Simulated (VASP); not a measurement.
As2Se, 6 atoms in the cell. It takes space group Fd-3m (No. 227, cubic). Conventional cell: a = 7.882 Å, b = 7.882 Å, c = 7.882 Å, α = 90.00°, β = 90.00°, γ = 90.00°. As (site symmetry -3m) has 6 As at 2.79 Å and 6 Se at 3.27 Å within 3.7 Å. Within 4.3 Å of Se (site symmetry -43m) lie 12 As at 3.27 Å and 4 Se at 3.41 Å. 

| Quantity | Value |
| --- | --- |
| Program | VASP 6.6.1 |
| Task | relaxation of cell and atoms |
| Functional | PBE |
| Potentials or basis | VASP PAW PBE potentials, release 64 (As, Se) |
| Cutoff | 500 eV |
| k mesh | 8 × 8 × 8 |
| Occupations | gaussian, width 0.1 eV |
| Spin | no spin polarisation |
| Dipole correction | no |
| Further INCAR settings | ALGO = Normal; EDIFF = 1e-07; IBRION = 2; EDIFFG = -0.01; NSW = 100; ISIF = 3 |

Potentials or basis: VASP PAW PBE potentials, release 64 (As, Se).

Command:

```sh
$ cat potpaw_PBE.64/As/POTCAR potpaw_PBE.64/Se/POTCAR > POTCAR
$ mpirun -np 1 vasp_std > vasp.out
```

Hardware: 1 thread of AMD EPYC 7R43 64-Core Processor (Zen 3), on a shared host.

Task: Estimate the wall time of this run.

Result: It took 3 min on 1 thread of AMD EPYC 7R43 64-Core Processor (Zen 3), on a shared host, peak memory 0.25 GiB. Counts: scf iterations 21, k points 29, ion steps 2.
